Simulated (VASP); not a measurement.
Set up this calculation in VASP 6.6.1, as the native input.

- Task: single point
- Functional: LDA
- Potentials or basis: VASP PAW LDA potentials, release 64 (Mg)
- Cutoff: 520 eV
- k mesh: 15 × 15 × 9
- Occupations: fermi-dirac, width 0.05 eV
- Spin: no spin polarisation
- Dipole correction: no
- Further INCAR settings: ALGO = Normal; EDIFF = 1e-06; NBANDS = 9

The structure of Mg lies in POSCAR:

```
Mg
1.0
    3.1445587934      0.0000000000      0.0000000000
   -1.5722793967      2.7232677988      0.0000000000
    0.0000000000      0.0000000000      5.0456622780
Mg
2
Direct
    0.3333333333      0.6666666667      0.2500000000
    0.6666666667      0.3333333333      0.7500000000
```

These files were run (other wordings do the same):

INCAR

```
PREC = Accurate
ENCUT = 520
EDIFF = 1E-6
ISMEAR = -1
SIGMA = 0.05
LREAL = False
LASPH = True
NELM = 80
ALGO = Normal
ISIF = 2
LWAVE = False
LCHARG = False
GGA = CA
NBANDS = 9
```

KPOINTS

```
Automatic mesh
0
Gamma
  15 15 9
```

Potentials or basis: VASP PAW LDA potentials, release 64 (Mg).

Run with:

```sh
$ cat potpaw_LDA.64/Mg/POTCAR > POTCAR
$ mpirun -np 1 vasp_std > vasp.out
```

Results of the run:

```
Pressure               : -0.3 GPa
Band gap on the k mesh : zero (band 2 reaches 3.71 eV, above the bottom of band 3 at 1.63 eV)
```

It took 48 s on 1 thread of AMD EPYC 7R43 64-Core Processor (Zen 3) (shared host), peak memory 0.14 GiB.
